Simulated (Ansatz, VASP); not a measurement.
## One calculation of ZrS, two programs

POSCAR

```
ZrS
1.0
    0.0000000000      2.6124645017      2.6516514692
    2.6124645017      0.0000000000      2.6516514692
    2.6124645017      2.6124645017      0.0000000000
Zr S
1 1
Direct
    0.0000000000      0.0000000000      0.0000000000
    0.5000000000      0.5000000000      0.5000000000
```

The input INCAR.step1:

```
SYSTEM = ZrS
  PREC = Accurate
  ENCUT = 520
  ISMEAR = 0
  SIGMA = 0.15
  LREAL = .False.
  LASPH = .True.
  NELM = 80
  NBANDS = 16
  GGA = PE
  ALGO = Normal
  EDIFF = 1E-4
  LWAVE = .True.
  LCHARG = .False.
```

INCAR.step2

```
SYSTEM = ZrS
  PREC = Accurate
  ENCUT = 520
  EDIFF = 1E-6
  ISMEAR = 0
  SIGMA = 0.15
  LREAL = .False.
  LASPH = .True.
  NELM = 80
  ALGO = Normal
  ISIF = 2
  LWAVE = .False.
  LCHARG = .True.
  METAGGA = R2SCAN
  LMIXTAU = .True.
  LELF = .True.
  LVHAR = .True.
  NBANDS = 16
  ISTART = 1
```

Contents of KPOINTS:

```
Automatic mesh
0
Gamma
  20 20 20
  0 0 0
```

Input for Ansatz:

```yaml
crystal:
  lattice:
    - [0.0, 2.6124645017, 2.6516514692]
    - [2.6124645017, 0.0, 2.6516514692]
    - [2.6124645017, 2.6124645017, 0.0]
  atoms:
    - { symbol: Zr, position: [0.0, 0.0, 0.0] }
    - { symbol: S, position: [0.5, 0.5, 0.5] }
basis:
  ecutwfc: 500
kpoints:
  mp_grid: { grid: [20, 20, 20] }
hamiltonian:
  xc: r2scan
scf:
  occupations: { method: gaussian, width: 0.15 }
output:
  forces: true
  stress: true
  eigenvalues: true
```

Change from the starting cell: strain +0.000 along x and y, +0.015 along z, atoms carried along.

Alike in both runs: task single point; functional r2SCAN; k mesh 20 × 20 × 20; occupations gaussian, width 0.15 eV; no spin polarisation.

|  | VASP | Ansatz |
| --- | --- | --- |
| version | VASP 6.6.1 | Ansatz 0.2.0 |
| potentials or method | VASP PAW PBE potentials, release 64 (Zr_sv, S), cutoff 520 eV | scalar-relativistic, plane waves, PAW |
| valence electrons in the cell | 18 | 18 |

|  | VASP | Ansatz | Ansatz less VASP |
| --- | --- | --- | --- |
| gap on the k mesh at the Fermi level (eV) | none | none | - |
| pressure (GPa) | -2.0 | -2.0 | +0.02 |
| traceless stress, the component that is largest in VASP (GPa) | -2.50 | -2.49 | +0.005 |

VASP's potentials were made for PBE, not for r2SCAN. A gap of «none» marks a metal or a gap that the smearing closes.
